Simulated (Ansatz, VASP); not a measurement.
**Ta: VASP beside Ansatz**

File INCAR:

```
SYSTEM = Ta
PREC     = Accurate       ! precision mode
ENCUT    = 600            ! plane-wave cutoff, eV
EDIFF    = 1E-7           ! SCF threshold, eV
ISMEAR   = -1             ! smearing method
SIGMA    = 0.15           ! smearing width, eV
LREAL    = .False.        ! projectors in reciprocal space
LASPH    = .True.         ! aspherical terms in the spheres
NELM     = 80             ! most SCF steps
ALGO     = Normal         ! electronic algorithm
ISIF     = 3              ! what is computed and relaxed
LWAVE    = .False.        ! write WAVECAR
LCHARG   = .False.        ! write CHGCAR
IBRION   = 2              ! ionic algorithm
NSW      = 80             ! ionic steps
EDIFFG   = -0.01          ! ionic threshold
```

File KPOINTS:

```
regular mesh
0
Gamma
  11 11 6
  0 0 0
```

POSCAR

```
Ta
1.0
    2.9003720000      0.0000000000      0.0000000000
   -1.4501860000      2.5117960000      0.0000000000
    0.0000000000      0.0000000000      5.1662740000
Ta
2
Direct
    0.6666666667      0.3333333333      0.7500000000
    0.3333333333      0.6666666667      0.2500000000
```

Input for Ansatz:

```yaml
crystal:
  lattice:
    - [2.900372, 0.0, 0.0]
    - [-1.450186, 2.511796, 0.0]
    - [0.0, 0.0, 5.166274]
  atoms:
    - { symbol: Ta, position: [0.6666666666666666, 0.3333333333333333, 0.75] }
    - { symbol: Ta, position: [0.3333333333333333, 0.6666666666666666, 0.25] }
kpoints:
  mp_grid:
    grid: [11, 11, 6]
hamiltonian:
  xc: lda
  dispersion: none
scf:
  occupations:
    method: fermi_dirac
    width: 0.15
relax:
  cell: {}
```

Alike in both runs: task relaxation of cell and atoms; functional LDA; k mesh 11 × 11 × 6; occupations fermi-dirac, width 0.15 eV; no spin polarisation.

```csv
,VASP,Ansatz
version,VASP 6.6.1,Ansatz 0.2.0
potentials or method,"VASP PAW LDA potentials, release 64 (Ta_pv)","plane waves, PAW"
plane-wave cutoff (eV),600,420
valence electrons in the cell,22,26
```

|  | VASP | Ansatz | Ansatz less VASP |
| --- | --- | --- | --- |
| relaxed volume (Å³/atom) | 17.79 | 17.72 | -0.069 |
| relaxed cell length with the largest relative difference (Å) | 5.078 | 5.069 | -0.0088 |

LDA's correlation is that of Perdew and Zunger in VASP and of Perdew and Wang (1992) in Ansatz. VASP's potentials hold 22 valence electrons a cell and Ansatz's 26, so a difference there can come from the potentials and not from the codes.

Spin-orbit coupling is off throughout.
